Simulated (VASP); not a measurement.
Wanted: the native input for a VASP 6.6.1 run.

* Task: single point
* Functional: PBEsol
* Potentials or basis: VASP PAW PBE potentials, release 64 (Cd, Se)
* Cutoff: 500 eV
* k mesh: 6 × 6 × 6
* Occupations: fermi-dirac, width 0.05 eV
* Spin: no spin polarisation
* Dipole correction: no
* Further INCAR settings: ALGO = Normal; EDIFF = 1e-06; NBANDS = 16

The structure of CdSe lies in POSCAR:

```
CdSe
1.0
    0.0000000000      2.8351159683      2.8351159683
    2.8351159683      0.0000000000      2.8351159683
    2.8351159683      2.8351159683      0.0000000000
Cd Se
1 1
Direct
    0.0000000000      0.0000000000      0.0000000000
    0.5000000000      0.5000000000      0.5000000000
```

One way to write it, as run:

INCAR

```
  PREC = Accurate
  ENCUT = 500
  EDIFF = 1E-6
  ISMEAR = -1
  SIGMA = 0.05
  LREAL = False
  LASPH = True
  NELM = 120
  ALGO = Normal
  ISIF = 2
  LWAVE = False
  LCHARG = True
  GGA = PS
  LELF = True
  LVHAR = True
  NBANDS = 16
  GGA_COMPAT = False
```

KPOINTS

```
regular mesh
0
Gamma
  6 6 6
```

Potentials or basis: VASP PAW PBE potentials, release 64 (Cd, Se).

Launch:

```sh
$ cat potpaw_PBE.64/Cd/POTCAR potpaw_PBE.64/Se/POTCAR > POTCAR
$ mpirun -np 1 vasp_std > vasp.out
```

Results of the run:

```yaml
Pressure: -1.0 GPa
Band_gap_on_the_k_mesh: zero (band 9 reaches 2.46 eV, above the bottom of band 10 at 1.95 eV)
```

Caveat: the PAW data sets were made with another functional, which shifts forces and pressure a little.

Wall time 15 s on 1 thread of AMD EPYC 7R43 64-Core Processor (Zen 3), with other jobs on the host, peak memory 0.13 GiB.
